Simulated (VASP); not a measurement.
Runs of VASP 6.6.1 on Nb. The structure is that of space group Fm-3m (No. 225), or close to it. The cells are those of the table. 

| task | cell | k mesh | cutoff (eV) | gap on the mesh (eV) | pressure (GPa) | relaxed volume (Å³/atom) |
| --- | --- | --- | --- | --- | --- | --- |
| relaxation of cell and atoms | relaxed from a = 2.924 Å, angles 60.0°, 1 atom | 18 × 18 × 18 | 600 | none | 0.0 | 17.72 |
| single point | a = 2.927 Å, angles 60.0°, 1 atom | 18 × 18 × 18 | 520 | none | (a) | - |
| relaxation of cell and atoms | relaxed from a = 2.991 Å, angles 60.0°, 1 atom | 8 × 8 × 8 | 500 | none | -0.4 | (b) |
| single point | a = 2.924 Å, angles 60.0°, 1 atom | 8 × 8 × 8 | 500 | none | -0.2 | - |
| single point | a = 2.991 Å, angles 60.0°, 1 atom | 8 × 8 × 8 | 500 | none | -11.1 | - |

Alike in all rows: level LDA; potentials or basis VASP PAW LDA potentials, release 64 (Nb_sv); no spin polarisation; smearing gaussian 0.1 eV.

Task: Estimate the missing entries.

Result: (a) -0.1; (b) 17.70.

A k mesh can miss the band edges, and the runs leave out spin-orbit coupling on Nb.

A gap of «none» marks levels without a gap at the run's occupations.
